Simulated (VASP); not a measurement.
TiTe2:

```
Ti Te
1.0
     3.77700    0.00000    0.00000
    -1.88850    3.27098    0.00000
     0.00000    0.00000    6.49800
Ti Te
1 2
Direct
  0.00000 0.00000 0.00000
  0.66667 0.33333 0.26280
  0.33333 0.66667 0.73720
```

| Property | Result |
| --- | --- |
| Program | VASP 6.6.1 |
| Task | relaxation of cell and atoms |
| Functional | LDA |
| Potentials or basis | VASP PAW LDA potentials, release 64 (Ti_sv, Te) |
| Cutoff | 600 eV |
| k mesh | 10 × 10 × 5 |
| Occupations | fermi-dirac, width 0.1 eV |
| Spin | no spin polarisation |

At the start: pressure -4.0 GPa; volume 26.76 Å³/atom.

**Question.** Where does the relaxation end?

**Answer.** Over 12 steps the energy falls by 25.0 meV/atom and the volume is 24.60 Å³/atom (-8.1 %); space group P-3m1 (No. 164, to 0.1 Å) before and after.

The path:
```csv
step,energy change (eV),largest force (eV/Å),pressure (GPa),volume (Å³)
1,0.0000,0.2655,-3.98,80.28
2,-0.0236,0.7413,3.45,72.79
3,-0.0594,0.2732,-0.13,75.92
4,-0.0666,0.1924,-0.13,75.40
5,-0.0712,0.0450,-0.05,74.48
6,-0.0712,0.0579,-0.05,74.56
7,-0.0728,0.0453,-0.04,74.35
8,-0.0748,0.0028,0.06,73.69
9,-0.0749,0.0061,0.07,73.74
10,-0.0748,0.0075,0.06,73.75
11,-0.0748,0.0208,-0.15,73.94
12,-0.0749,0.0012,-0.01,73.81
```

Final structure:
```xyz
3
Lattice="3.6697 0.0000 0.0000 -1.8348 3.1780 0.0000 0.0000 0.0000 6.3289" Properties=species:S:1:pos:R:3 pbc="T T T"
Ti    0.0000    0.0000    0.0000
Te    1.8348    1.0593    1.7074
Te    0.0000    2.1187    4.6215
```
